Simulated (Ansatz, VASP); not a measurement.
# CuO: VASP beside Ansatz

```
CELL_PARAMETERS angstrom
3.42205 0.00000 0.00000
0.00000 3.42205 0.00000
0.00000 0.00000 4.26046
ATOMIC_POSITIONS crystal
Cu 0.00000 0.50000 0.00000
Cu 0.50000 0.00000 0.50000
O 0.00000 0.00000 0.25000
O 0.00000 0.00000 0.75000
```

Alike in both runs: functional PBE; k mesh 7 × 7 × 5; occupations fermi-dirac, width 0.05 eV; no spin polarisation.

```csv
,VASP,Ansatz
version,VASP 6.6.1,Ansatz 0.2.0
potentials or method,"VASP PAW PBE potentials, release 64 (Cu, O)",Ansatz PAW
plane-wave cutoff (eV),600,420
valence electrons in the cell,34,50
task,single point,band structure
```

|  | VASP | Ansatz | Ansatz less VASP |
| --- | --- | --- | --- |
| gap on the k mesh at the Fermi level (eV) | none | none | - |
| pressure (GPa) | -2.2 | -2.8 | -0.58 |
| traceless stress, the component that is largest in VASP (GPa) | 23.64 | 24.19 | +0.551 |

A gap of «none» marks a metal or a gap that the smearing closes. With one functional, cell and mesh, what is left measures potentials, basis and numerics. VASP's potentials hold 34 valence electrons a cell and Ansatz's 50, so a difference there can come from the potentials and not from the codes.
